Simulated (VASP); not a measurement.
# Zr (Pm-3m) in VASP: single point with PBEsol

Aim: the single point of Zr with PBEsol.

Program: VASP 6.6.1. These are calculated values, not measurements. Logs are shortened: lines on timing, memory, paths and dates and some standing lists are left out, and cuts for length are marked.

### Step 1. The cell of the first run

It takes space group Pm-3m (No. 221, cubic). Conventional cell: a = 2.878 Å, b = 2.878 Å, c = 2.878 Å, α = 90.00°, β = 90.00°, γ = 90.00°. Within 3.8 Å of Zr (site symmetry m-3m) lie 6 Zr at 2.88 Å.

### Step 2. Single point, PBEsol

File INCAR:

```
SYSTEM = Zr
  PREC = Accurate
  ENCUT = 520
  EDIFF = 1E-6
  ISMEAR = -1
  SIGMA = 0.13605693000000002
  LREAL = .FALSE.
  LASPH = .TRUE.
  NELM = 80
  ALGO = Normal
  ISIF = 2
  LWAVE = .FALSE.
  LCHARG = .FALSE.
  GGA = PS
  NBANDS = 12
```

File KPOINTS:

```
Automatic mesh
0
G
  11 11 11
  0 0 0
```

File POSCAR:

```
Zr
1.0
    2.8778736233      0.0000000000      0.0000000000
    0.0000000000      2.8778736233      0.0000000000
    0.0000000000      0.0000000000      2.8778736233
Zr
1
Direct
    0.0000000000      0.0000000000      0.0000000000
```

Potentials or basis: VASP PAW PBE potentials, release 64 (Zr_sv).

Command:

```bash
$ cat potpaw_PBE.64/Zr_sv/POTCAR > POTCAR
$ mpirun -np 1 vasp_std > vasp.out
```

OUTCAR:

```text
SYSTEM = Zr
   PREC = Accurate
   ENCUT = 520
   EDIFF = 1E-6
   ISMEAR = -1
   LREAL = .FALSE.
   LASPH = .TRUE.
   NELM = 80
   ISIF = 2
   GGA = PS

 ion  position               nearest neighbor table
   1  0.000  0.000  0.000-

  LATTYP: Found a simple cubic cell.
 ALAT       =     2.8778736233

  Lattice vectors:

 A1 = (   2.8778736233,   0.0000000000,   0.0000000000)
 A2 = (   0.0000000000,   2.8778736233,   0.0000000000)
 A3 = (   0.0000000000,   0.0000000000,   2.8778736233)

Analysis of symmetry for initial positions (statically):
=====================================================================
 Subroutine PRICEL returns:
 Original cell was already a primitive cell.

 Routine SETGRP: Setting up the symmetry group for a
 simple cubic supercell.

 Subroutine GETGRP returns: Found 48 space group operations
 (whereof 48 operations were pure point group operations)
 out of a pool of 48 trial point group operations.

The static configuration has the point symmetry O_h .

Analysis of symmetry for dynamics (positions and initial velocities):
=====================================================================
 Subroutine PRICEL returns:
 Original cell was already a primitive cell.

 Routine SETGRP: Setting up the symmetry group for a
 simple cubic supercell.

 Subroutine GETGRP returns: Found 48 space group operations
 (whereof 48 operations were pure point group operations)
 out of a pool of 48 trial point group operations.

The dynamic configuration has the point symmetry O_h .

 Subroutine INISYM returns: Found 48 space group operations
 (whereof 48 operations are pure point group operations),
 and found     1 'primitive' translations

----------------------------------------------------------------------------------------

                                     Primitive cell

  volume of cell :      23.8350

  direct lattice vectors                    reciprocal lattice vectors
     2.877873623  0.000000000  0.000000000     0.347478775  0.000000000  0.000000000
     0.000000000  2.877873623  0.000000000     0.000000000  0.347478775  0.000000000
     0.000000000  0.000000000  2.877873623     0.000000000  0.000000000  0.347478775

  length of vectors
     2.877873623  2.877873623  2.877873623     0.347478775  0.347478775  0.347478775

  position of ions in fractional coordinates (direct lattice)
     0.000000000  0.000000000  0.000000000

  ion indices of the primitive-cell ions
   primitive index   ion index
                 1           1

----------------------------------------------------------------------------------------

 KPOINTS: Automatic mesh

Automatic generation of k-mesh.
 Grid dimensions read from file:
 generate k-points for:   11   11   11

 Generating k-lattice:

  Cartesian coordinates                     Fractional coordinates (reciprocal lattice)
     0.031588980  0.000000000  0.000000000     0.090909091  0.000000000  0.000000000
     0.000000000  0.031588980  0.000000000     0.000000000  0.090909091  0.000000000
     0.000000000  0.000000000  0.031588980     0.000000000  0.000000000  0.090909091

  Length of vectors
     0.031588980  0.031588980  0.031588980

  Shift w.r.t. Gamma in fractional coordinates (k-lattice)
     0.000000000  0.000000000  0.000000000

 Subroutine IBZKPT returns following result:
 ===========================================

 Found     56 irreducible k-points:

 Following reciprocal coordinates:
            Coordinates               Weight
  0.000000  0.000000  0.000000      1.000000
  0.090909  0.000000  0.000000      6.000000
  0.181818  0.000000  0.000000      6.000000
  0.272727  0.000000  0.000000      6.000000
  0.363636  0.000000  0.000000      6.000000
  0.454545  0.000000  0.000000      6.000000
[... 16 lines left out ...]
  0.181818  0.090909  0.090909     24.000000
  0.272727  0.090909  0.090909     24.000000
 [... further k-points ...]
   k-points           NKPTS =     56   k-points in BZ     NKDIM =     56   number of bands    NBANDS=     12
   number of dos      NEDOS =    301   number of ions     NIONS =      1
   total plane-waves  NPLWV =  13824
   dimension x,y,z NGX =    24 NGY =   24 NGZ =   24
   dimension x,y,z NGXF=    48 NGYF=   48 NGZF=   48
   ions per type =               1
   NGX,Y,Z   is equivalent  to a cutoff of  13.86, 13.86, 13.86 a.u.
   NGXF,Y,Z  is equivalent  to a cutoff of  27.73, 27.73, 27.73 a.u.
 SYSTEM =  Zr
   PREC   = accura    normal or accurate (medium, high low for compatibility)
   ISTART =      0    job   : 0-new  1-cont  2-samecut
   ICHARG =      2    charge: 1-file 2-atom 10-const
   ISPIN  =      1    spin polarized calculation?
   LNONCOLLINEAR =      F non collinear calculations
   LSORBIT =      F    spin-orbit coupling
   LASPH  =      T    aspherical Exc in radial PAW
   ENCUT  =  520.0 eV  38.22 Ry    6.18 a.u.   5.35  5.35  5.35*2*pi/ulx,y,z
   NELM   =     80;   NELMIN=  2; NELMDL= -5     # of ELM steps
   EDIFF  = 0.1E-05   stopping-criterion for ELM
   LREAL  =      F    real-space projection
   EDIFFG = 0.1E-04   stopping-criterion for IOM
   NSW    =      0    number of steps for IOM
   IBRION =     -1    ionic relax: 0-MD 1-quasi-New 2-CG
   NFREE  =      0    steps in history (QN), initial steepest desc. (CG)
   ISIF   =      2    stress and relaxation
   ISYM   =      2    0-nonsym 1-usesym 2-fastsym
   POTIM  = 0.5000    time-step for ionic-motion
   TEBEG  =    0.0;   TEEND  =   0.0 temperature during run
   PSTRESS=    0.0 pullay stress
   NELECT =      12.0000    total number of electrons
   NUPDOWN=      -1.0000    fix difference up-down
   EMIN   =  10.00;   EMAX   =-10.00  energy-range for DOS
   EFERMI =   0.00;   METHOD = LEGACY
   ISMEAR =    -1;   SIGMA  =   0.14  broadening in eV -4-tet -1-fermi 0-gaus
   EFERMI_NEDOS =   21; number of points for ismear=-14 and -15
   IALGO  =     38    algorithm
   IMIX   =      4    mixing-type and parameters
     AMIX     =   0.40;   BMIX     =  1.00
     AMIX_MAG =   1.60;   BMIX_MAG =  1.00
  volume/ion in A,a.u.               =      23.83       160.85
  Fermi-wavevector in a.u.,A,eV,Ry     =   1.302357  2.461099 23.077316  1.696135
  Thomas-Fermi vector in A             =   2.433431
   LORBIT       =      0    0 simple, 1 ext, 2 COOP (PROOUT), +10 PAW based schemes
   GGA     = PS    functional components
   LHFCALC =     F    Hartree Fock is set to
   AEXX    =    0.0000 exact exchange contribution
   IVDW    =     0    specifies the selected vdW correction
   LEPSILON=     F    determine dielectric tensor
   LRPA    =     F    only Hartree local field effects (RPA)
 non-spin polarized calculation
  energy-cutoff  :      520.00
  volume of cell :       23.83
 maximum number of plane-waves:       659
 NGX is ok and might be reduce to    24
   NGX = 11   NGY = 11   NGZ = 11

 number of electron      11.9999999 magnetization

 Free energy of the ion-electron system (eV)
  ---------------------------------------------------
  ext. energy  EPLUGINS =         0.00000000
  ---------------------------------------------------
  free energy    TOTEN  =        -8.25572661 eV

  energy without entropy =       -8.15610793  energy(sigma->0) =       -8.20591727

 E-fermi :   8.2630     XC(G=0): -10.9983

 val. band max:        8.2235349529   @ k =   0.2727   0.0000   0.0000
 cond. band min:       8.2785424452   @ k =   0.2727   0.0909   0.0000
 fundamental gap:      0.0550074924
 Fermi energy:         8.2629580573

 k-point     1 :       0.0000    0.0000    0.0000
  band No.  band energies     occupation
      1     -40.2470      2.00000
      2     -17.6280      2.00000
      3     -17.6280      2.00000
      4     -17.6280      2.00000
      5       3.1574      2.00000
      6       6.4990      2.00000
      7       6.4990      2.00000
      8      14.0623      0.00000
      9      14.0623      0.00000
     10      14.0623      0.00000
     11      21.3300      0.00000
     12      21.3300      0.00000

 k-point     2 :       0.0909    0.0000    0.0000
  band No.  band energies     occupation
      1     -40.2343      2.00000
      2     -17.7435      2.00000
      3     -17.6182      2.00000
      4     -17.6182      2.00000
      5       3.3717      2.00000
      6       6.5603      1.99999
      7       6.7309      1.99997
      8      13.6797      0.00000
      9      13.6797      0.00000
     10      14.0880      0.00000
     11      20.3807      0.00000
     12      21.8160      0.00000

 k-point     3 :       0.1818    0.0000    0.0000
  band No.  band energies     occupation
      1     -40.1999      2.00000
      2     -18.0441      2.00000
      3     -17.5919      2.00000
      4     -17.5919      2.00000
      5       3.9392      2.00000
      6       6.7309      1.99997
      7       7.3817      1.99693
      8      12.8300      0.00000
      9      12.8300      0.00000
     10      14.1579      0.00000
     11      18.7219      0.00000
     12      22.9455      0.00000
[... 286 lines left out ...]
 k-point    23 :       0.1818    0.0909    0.0909
  band No.  band energies     occupation
      1     -40.1747      2.00000
      2     -18.0214      2.00000
      3     -17.7006      2.00000
      4     -17.6888      2.00000
      5       4.3548      2.00000
      6       7.1054      1.99960
      7       7.5792      1.98695
      8      12.3818      0.00000
      9      12.4760      0.00000
     10      13.4376      0.00000
     11      19.6126      0.00000
     12      22.0730      0.00000

 k-point    24 :       0.2727    0.0909    0.0909
  band No.  band energies     occupation
      1     -40.1294      2.00000
      2     -18.3936      2.00000
      3     -17.6640      2.00000
      4     -17.6526      2.00000
      5       5.0958      2.00000
      6       7.3460      1.99764
      7       8.3268      0.76964
      8      11.5231      0.00000
      9      11.7342      0.00000
     10      13.5564      0.00000
     11      18.2247      0.00000
     12      22.7031      0.00000

 [... further k-points ...]

------------------------ aborting loop because EDIFF is reached ----------------------------------------

  FORCE on cell =-STRESS in cart. coord.  units (eV):
  Direction    XX          YY          ZZ          XY          YZ          ZX
  --------------------------------------------------------------------------------------
  -------------------------------------------------------------------------------------
  Total       -0.0995332     -0.0995332     -0.0995332      0.0000000     -0.0000000      0.0000000
  in kB       -6.6905722     -6.6905722     -6.6905722      0.0000000     -0.0000000      0.0000000
  external PRESSURE =      -6.6905722 kB  Pullay stress =       0.0000000 kB

 VOLUME and BASIS-vectors are now :
 -----------------------------------------------------------------------------
  energy-cutoff  :      520.00
  volume of cell :       23.83
      direct lattice vectors                 reciprocal lattice vectors
     2.877873623  0.000000000  0.000000000     0.347478775  0.000000000  0.000000000
     0.000000000  2.877873623  0.000000000     0.000000000  0.347478775  0.000000000
     0.000000000  0.000000000  2.877873623     0.000000000  0.000000000  0.347478775

 POSITION                                       TOTAL-FORCE (eV/Angst)
 -----------------------------------------------------------------------------------
      0.00000      0.00000      0.00000         0.000000      0.000000      0.000000
 -----------------------------------------------------------------------------------
    total drift:                                0.000000     -0.000000     -0.000000

  FREE ENERGIE OF THE ION-ELECTRON SYSTEM (eV)
  ---------------------------------------------------
  free  energy   TOTEN  =        -8.2557266121 eV

  energy  without entropy=       -8.1561079335  energy(sigma->0) =       -8.20591727
```

Wall time 23 s (1 thread of Intel Xeon 8259CL, shared host); peak memory 0.11 GiB.

What came out:

* Free energy: -8.2557 eV
* Pressure: -0.7 GPa
* Band gap on the k mesh: zero (band 6 reaches 9.01 eV, above the bottom of band 7 at 6.50 eV)

Caveat: the PAW data sets were made with another functional, which shifts forces and pressure a little.
